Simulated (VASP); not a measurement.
ZrGa2Se2, 5 atoms in the cell. The structure is hexagonal, space group P6/mmm (No. 191). Conventional cell: a = 4.900 Å, b = 4.900 Å, c = 5.580 Å, α = 90.00°, β = 90.00°, γ = 120.00°. Within 3.7 Å of Zr (site symmetry 6/mmm) lie 6 Se at 2.83 Å. Within 3.7 Å of Ga (site symmetry -6m2) lie 2 Se at 2.79 Å and 3 Ga at 2.83 Å. Within 3.7 Å of Se (site symmetry -6m2) lie 2 Ga at 2.79 Å and 3 Se at 2.83 Å and 3 Zr at 2.83 Å. 

```yaml
Program: VASP 6.6.1
Task: single point
Functional: PBE
Potentials_or_basis: VASP PAW PBE potentials, release 64 (Zr_sv, Ga_d, Se)
Cutoff: 520 eV
k_mesh: 6 × 6 × 4
Occupations: gaussian, width 0.1 eV
Spin: no spin polarisation
Dipole_correction: no
Further_INCAR_settings: ALGO = Normal; EDIFF = 1e-07; NBANDS = 33
```

Potentials or basis: VASP PAW PBE potentials, release 64 (Zr_sv, Ga_d, Se).

Command:

```bash
$ cat potpaw_PBE.64/Zr_sv/POTCAR potpaw_PBE.64/Ga_d/POTCAR potpaw_PBE.64/Se/POTCAR > POTCAR
$ mpirun -np 1 vasp_std > vasp.out
```

Hardware: 1 thread of Intel(R) Xeon(R) 6975P-C (Granite Rapids), on a shared host.

Q: Estimate the wall time of this run.

A: Wall time 43 s on 1 thread of Intel(R) Xeon(R) 6975P-C (Granite Rapids), on a shared host, peak memory 0.26 GiB. Counts: scf iterations 15, k points 21.
